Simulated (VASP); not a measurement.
# LaAl2Cl (P6/mmm) in VASP: notebook

The runs below take LaAl2Cl through single point, relaxation of cell and atoms, with PBE.

All numbers are computed with VASP 6.6.1; they aren't measurements. Logs are shortened: lines on timing, memory, paths and dates and some standing lists are left out, and cuts for length are marked.

**1. The cell of the first run**

It takes space group P6/mmm (No. 191, hexagonal). The conventional cell has a = 4.845 Å, b = 4.845 Å, c = 5.380 Å, α = 90.00°, β = 90.00°, γ = 120.00°. Within 3.5 Å of La (site symmetry 6/mmm) lie 2 Cl at 2.69 Å. Within 3.7 Å of Al (site symmetry -6m2) lie 3 Al at 2.80 Å and 3 Cl at 2.80 Å. Cl (site symmetry 6/mmm) has 2 La at 2.69 Å and 6 Al at 2.80 Å within 3.5 Å.

The cell was generated, and may not be a known phase.

**2. Single point, PBE**

The input, INCAR:

```
SYSTEM = LaAl2Cl
ALGO = Normal ; EDIFF = 1E-6
ENCUT = 520 ; GGA = PE
ISIF = 2 ; ISMEAR = 0
LASPH = .True. ; LCHARG = .False.
LREAL = .False. ; LWAVE = .False.
NBANDS = 20 ; NELM = 100
PREC = Accurate ; SIGMA = 0.1
```

The input, KPOINTS:

```
k-points
0
Gamma
  12 12 10
  0 0 0
```

The input, POSCAR:

```
LaAl2Cl
1.0
    4.8451886043      0.0000000000      0.0000000000
   -2.4225943022      4.1960564174      0.0000000000
    0.0000000000      0.0000000000      5.3798284323
La Al Cl
1 2 1
Direct
    0.0000000000      0.0000000000      0.0000000000
    0.3333333333      0.6666666667      0.5000000000
    0.6666666667      0.3333333333      0.5000000000
    0.0000000000      0.0000000000      0.5000000000
```

Potentials or basis: VASP PAW PBE potentials, release 64 (La, Al, Cl).

Run with:

```
> cat potpaw_PBE.64/La/POTCAR potpaw_PBE.64/Al/POTCAR potpaw_PBE.64/Cl/POTCAR > POTCAR
> mpirun -np 1 vasp_std > vasp.out
```

OUTCAR:

```text
SYSTEM = LaAl2Cl
   EDIFF = 1E-6
   ENCUT = 520
   GGA = PE
   ISIF = 2
   ISMEAR = 0
   LASPH = .True.
   LREAL = .False.
   NELM = 100
   PREC = Accurate

 ion  position               nearest neighbor table
   1  0.000  0.000  0.000-   4 2.69   4 2.69
   2  0.333  0.667  0.500-   3 2.80   3 2.80   4 2.80   4 2.80   4 2.80   3 2.80
   3  0.667  0.333  0.500-   2 2.80   2 2.80   4 2.80   4 2.80   4 2.80   2 2.80
   4  0.000  0.000  0.500-   1 2.69   1 2.69   3 2.80   2 2.80   2 2.80   3 2.80   3 2.80   2 2.80

  LATTYP: Found a hexagonal cell.
 ALAT       =     4.8451886043
 C/A-ratio  =     1.1103444823

  Lattice vectors:

 A1 = (   4.8451886043,   0.0000000000,   0.0000000000)
 A2 = (  -2.4225943022,   4.1960564174,   0.0000000000)
 A3 = (   0.0000000000,   0.0000000000,   5.3798284323)

Analysis of symmetry for initial positions (statically):
=====================================================================
 Subroutine PRICEL returns:
 Original cell was already a primitive cell.

 Routine SETGRP: Setting up the symmetry group for a
 hexagonal supercell.

 Subroutine GETGRP returns: Found 24 space group operations
 (whereof 24 operations were pure point group operations)
 out of a pool of 24 trial point group operations.

The static configuration has the point symmetry D_6h.

Analysis of symmetry for dynamics (positions and initial velocities):
=====================================================================
 Subroutine PRICEL returns:
 Original cell was already a primitive cell.

 Routine SETGRP: Setting up the symmetry group for a
 hexagonal supercell.

 Subroutine GETGRP returns: Found 24 space group operations
 (whereof 24 operations were pure point group operations)
 out of a pool of 24 trial point group operations.

The dynamic configuration has the point symmetry D_6h.

 Subroutine INISYM returns: Found 24 space group operations
 (whereof 24 operations are pure point group operations),
 and found     1 'primitive' translations

----------------------------------------------------------------------------------------

                                     Primitive cell

  volume of cell :     109.3756

  direct lattice vectors                    reciprocal lattice vectors
     4.845188604  0.000000000  0.000000000     0.206390315  0.119159504  0.000000000
    -2.422594302  4.196056417  0.000000000     0.000000000  0.238319007  0.000000000
     0.000000000  0.000000000  5.379828432     0.000000000  0.000000000  0.185879534

  length of vectors
     4.845188604  4.845188604  5.379828432     0.238319007  0.238319007  0.185879534

  position of ions in fractional coordinates (direct lattice)
     0.000000000  0.000000000  0.000000000
     0.333333333  0.666666667  0.500000000
     0.666666667  0.333333333  0.500000000
     0.000000000  0.000000000  0.500000000

  ion indices of the primitive-cell ions
   primitive index   ion index
                 1           1
                 2           2
                 3           3
                 4           4

----------------------------------------------------------------------------------------

 KPOINTS: k-points

Automatic generation of k-mesh.
 Grid dimensions read from file:
 generate k-points for:   12   12   10

 Generating k-lattice:

  Cartesian coordinates                     Fractional coordinates (reciprocal lattice)
     0.017199193  0.009929959  0.000000000     0.083333333  0.000000000  0.000000000
     0.000000000  0.019859917  0.000000000     0.000000000  0.083333333  0.000000000
     0.000000000  0.000000000  0.018587953     0.000000000  0.000000000  0.100000000

  Length of vectors
     0.019859917  0.019859917  0.018587953

  Shift w.r.t. Gamma in fractional coordinates (k-lattice)
     0.000000000  0.000000000  0.000000000

 Subroutine IBZKPT returns following result:
 ===========================================

 Found    114 irreducible k-points:

 Following reciprocal coordinates:
            Coordinates               Weight
  0.000000  0.000000  0.000000      1.000000
  0.083333  0.000000  0.000000      6.000000
  0.166667  0.000000  0.000000      6.000000
  0.250000  0.000000  0.000000      6.000000
  0.333333  0.000000  0.000000      6.000000
  0.416667  0.000000  0.000000      6.000000
[... 16 lines left out ...]
  0.250000  0.000000  0.100000     12.000000
  0.333333  0.000000  0.100000     12.000000
 [... further k-points ...]
   k-points           NKPTS =    114   k-points in BZ     NKDIM =    114   number of bands    NBANDS=     20
   number of dos      NEDOS =    301   number of ions     NIONS =      4
   total plane-waves  NPLWV =  51840
   dimension x,y,z NGX =    36 NGY =   36 NGZ =   40
   dimension x,y,z NGXF=    72 NGYF=   72 NGZF=   80
   ions per type =               1   2   1
   NGX,Y,Z   is equivalent  to a cutoff of  12.35, 12.35, 12.36 a.u.
   NGXF,Y,Z  is equivalent  to a cutoff of  24.70, 24.70, 24.72 a.u.
 SYSTEM =  LaAl2Cl
   PREC   = accura    normal or accurate (medium, high low for compatibility)
   ISTART =      0    job   : 0-new  1-cont  2-samecut
   ICHARG =      2    charge: 1-file 2-atom 10-const
   ISPIN  =      1    spin polarized calculation?
   LNONCOLLINEAR =      F non collinear calculations
   LSORBIT =      F    spin-orbit coupling
   LASPH  =      T    aspherical Exc in radial PAW
   ENCUT  =  520.0 eV  38.22 Ry    6.18 a.u.   9.01  9.01 10.00*2*pi/ulx,y,z
   NELM   =    100;   NELMIN=  2; NELMDL= -5     # of ELM steps
   EDIFF  = 0.1E-05   stopping-criterion for ELM
   LREAL  =      F    real-space projection
   EDIFFG = 0.1E-04   stopping-criterion for IOM
   NSW    =      0    number of steps for IOM
   IBRION =     -1    ionic relax: 0-MD 1-quasi-New 2-CG
   NFREE  =      0    steps in history (QN), initial steepest desc. (CG)
   ISIF   =      2    stress and relaxation
   ISYM   =      2    0-nonsym 1-usesym 2-fastsym
   POTIM  = 0.5000    time-step for ionic-motion
   TEBEG  =    0.0;   TEEND  =   0.0 temperature during run
   PSTRESS=    0.0 pullay stress
   NELECT =      24.0000    total number of electrons
   NUPDOWN=      -1.0000    fix difference up-down
   EMIN   =  10.00;   EMAX   =-10.00  energy-range for DOS
   EFERMI =   0.00;   METHOD = LEGACY
   ISMEAR =     0;   SIGMA  =   0.10  broadening in eV -4-tet -1-fermi 0-gaus
   EFERMI_NEDOS =   21; number of points for ismear=-14 and -15
   IALGO  =     38    algorithm
   IMIX   =      4    mixing-type and parameters
     AMIX     =   0.40;   BMIX     =  1.00
     AMIX_MAG =   1.60;   BMIX_MAG =  1.00
  volume/ion in A,a.u.               =      27.34       184.53
  Fermi-wavevector in a.u.,A,eV,Ry     =   0.987427  1.865967 13.265851  0.975013
  Thomas-Fermi vector in A             =   2.118880
   LORBIT       =      0    0 simple, 1 ext, 2 COOP (PROOUT), +10 PAW based schemes
   GGA     = PE    functional components
   LHFCALC =     F    Hartree Fock is set to
   AEXX    =    0.0000 exact exchange contribution
   IVDW    =     0    specifies the selected vdW correction
   LEPSILON=     F    determine dielectric tensor
   LRPA    =     F    only Hartree local field effects (RPA)
 non-spin polarized calculation
 Gauss-broadening in eV      SIGMA  =   0.10
  energy-cutoff  :      520.00
  volume of cell :      109.38
 maximum number of plane-waves:      2976
 NGX is ok and might be reduce to    36
   NGX = 17   NGY = 17   NGZ = 21

 number of electron      23.9999998 magnetization

 Free energy of the ion-electron system (eV)
  ---------------------------------------------------
  ext. energy  EPLUGINS =         0.00000000
  ---------------------------------------------------
  free energy    TOTEN  =       -14.78267347 eV

  energy without entropy =      -14.76977808  energy(sigma->0) =      -14.77622578

 E-fermi :   5.8198     XC(G=0):  -8.9791

 val. band max:        5.8184913138   @ k =   0.2500   0.2500   0.2000
 cond. band min:       5.8230882680   @ k =   0.2500   0.0833   0.3000
 fundamental gap:      0.0045969542
 Fermi energy:         5.8198363167

 k-point     1 :       0.0000    0.0000    0.0000
  band No.  band energies     occupation
      1     -27.8387      2.00000
      2     -12.2197      2.00000
      3     -11.9333      2.00000
      4     -11.4032      2.00000
      5     -11.4032      2.00000
      6      -0.7085      2.00000
[... 12 lines left out ...]
     19       7.0876      0.00000
     20       7.1663      0.00000

 k-point     2 :       0.0833    0.0000    0.0000
  band No.  band energies     occupation
      1     -27.8384      2.00000
      2     -12.2149      2.00000
      3     -11.9324      2.00000
      4     -11.4091      2.00000
      5     -11.4046      2.00000
      6      -1.0755      2.00000
[... 12 lines left out ...]
     19       7.0826      0.00000
     20       7.1650      0.00000

 k-point     3 :       0.1667    0.0000    0.0000
  band No.  band energies     occupation
      1     -27.8376      2.00000
      2     -12.2017      2.00000
      3     -11.9299      2.00000
      4     -11.4251      2.00000
      5     -11.4085      2.00000
      6      -1.5129      2.00000
[... 12 lines left out ...]
     19       7.0779      0.00000
     20       7.1644      0.00000

 k-point     4 :       0.2500    0.0000    0.0000
  band No.  band energies     occupation
      1     -27.8366      2.00000
      2     -12.1833      2.00000
      3     -11.9264      2.00000
      4     -11.4470      2.00000
      5     -11.4138      2.00000
      6      -1.8744      2.00000
[... 12 lines left out ...]
     19       7.1246      0.00000
     20       7.1654      0.00000

 k-point     5 :       0.3333    0.0000    0.0000
  band No.  band energies     occupation
      1     -27.8356      2.00000
      2     -12.1646      2.00000
      3     -11.9229      2.00000
      4     -11.4690      2.00000
      5     -11.4191      2.00000
      6      -2.1422      2.00000
[... 12 lines left out ...]
     19       7.1563      0.00000
     20       7.1603      0.00000

 k-point     6 :       0.4167    0.0000    0.0000
  band No.  band energies     occupation
      1     -27.8349      2.00000
      2     -12.1507      2.00000
      3     -11.9204      2.00000
      4     -11.4851      2.00000
      5     -11.4229      2.00000
      6      -2.3068      2.00000
[... 12 lines left out ...]
     19       7.1377      0.00000
     20       7.1653      0.00000

 k-point     7 :       0.5000    0.0000    0.0000
  band No.  band energies     occupation
      1     -27.8346      2.00000
      2     -12.1456      2.00000
      3     -11.9194      2.00000
      4     -11.4910      2.00000
      5     -11.4244      2.00000
      6      -2.3623      2.00000
[... 12 lines left out ...]
     19       7.1439      0.00000
     20       7.1678      0.00000
[... 277 lines left out ...]
 k-point    20 :       0.0000    0.0000    0.1000
  band No.  band energies     occupation
      1     -27.8382      2.00000
      2     -12.5693      2.00000
      3     -11.5304      2.00000
      4     -11.4024      2.00000
      5     -11.4024      2.00000
      6      -0.7278      2.00000
[... 12 lines left out ...]
     19       7.0871      0.00000
     20       7.2313      0.00000

 k-point    21 :       0.0833    0.0000    0.1000
  band No.  band energies     occupation
      1     -27.8380      2.00000
      2     -12.5658      2.00000
      3     -11.5284      2.00000
      4     -11.4081      2.00000
      5     -11.4038      2.00000
      6      -1.0855      2.00000
[... 12 lines left out ...]
     19       7.0829      0.00000
     20       7.2429      0.00000

 k-point    22 :       0.1667    0.0000    0.1000
  band No.  band energies     occupation
      1     -27.8372      2.00000
      2     -12.5561      2.00000
      3     -11.5227      2.00000
      4     -11.4237      2.00000
      5     -11.4077      2.00000
      6      -1.5244      2.00000
[... 12 lines left out ...]
     19       7.0747      0.00000
     20       7.2177      0.00000

 k-point    23 :       0.2500    0.0000    0.1000
  band No.  band energies     occupation
      1     -27.8362      2.00000
      2     -12.5430      2.00000
      3     -11.5148      2.00000
      4     -11.4449      2.00000
      5     -11.4130      2.00000
      6      -1.8889      2.00000
[... 12 lines left out ...]
     19       7.1029      0.00000
     20       7.1922      0.00000

 k-point    24 :       0.3333    0.0000    0.1000
  band No.  band energies     occupation
      1     -27.8352      2.00000
      2     -12.5297      2.00000
      3     -11.5066      2.00000
      4     -11.4662      2.00000
      5     -11.4183      2.00000
      6      -2.1593      2.00000
[... 12 lines left out ...]
     19       7.1364      0.00000
     20       7.1573      0.00000

 [... further k-points ...]

------------------------ aborting loop because EDIFF is reached ----------------------------------------

  FORCE on cell =-STRESS in cart. coord.  units (eV):
  Direction    XX          YY          ZZ          XY          YZ          ZX
  --------------------------------------------------------------------------------------
  -------------------------------------------------------------------------------------
  Total        0.0040258      0.0040258     -0.0978580     -0.0000000      0.0000000      0.0000000
  in kB        0.0589716      0.0589716     -1.4334630     -0.0000000      0.0000000      0.0000000
  external PRESSURE =      -0.4385066 kB  Pullay stress =       0.0000000 kB

 VOLUME and BASIS-vectors are now :
 -----------------------------------------------------------------------------
  energy-cutoff  :      520.00
  volume of cell :      109.38
      direct lattice vectors                 reciprocal lattice vectors
     4.845188604  0.000000000  0.000000000     0.206390315  0.119159504  0.000000000
    -2.422594302  4.196056417  0.000000000     0.000000000  0.238319007  0.000000000
     0.000000000  0.000000000  5.379828432     0.000000000  0.000000000  0.185879534

 POSITION                                       TOTAL-FORCE (eV/Angst)
 -----------------------------------------------------------------------------------
      0.00000      0.00000      0.00000         0.000000      0.000000      0.000000
     -0.00000      2.79737      2.68991         0.000000      0.000000      0.000000
      2.42259      1.39869      2.68991        -0.000000     -0.000000      0.000000
      0.00000      0.00000      2.68991         0.000000      0.000000      0.000000
 -----------------------------------------------------------------------------------
    total drift:                                0.000000     -0.000000     -0.000000

  FREE ENERGIE OF THE ION-ELECTRON SYSTEM (eV)
  ---------------------------------------------------
  free  energy   TOTEN  =       -14.7826734651 eV

  energy  without entropy=      -14.7697780849  energy(sigma->0) =      -14.77622578
```

Wall time 2.9 min (1 thread of Intel Xeon Platinum 8259CL at 2.50GHz (Skylake/Cascade Lake), shared host); peak memory 0.44 GiB.

What came out:

```
Free energy            : -14.7827 eV
Pressure               : 0.0 GPa
Band gap on the k mesh : zero (bands 12 and 13 overlap by 1.50 eV)
```

Caveat: spin-orbit coupling is left out, which moves the levels of the heavy elements.

(Continued in part 2 of 2.)
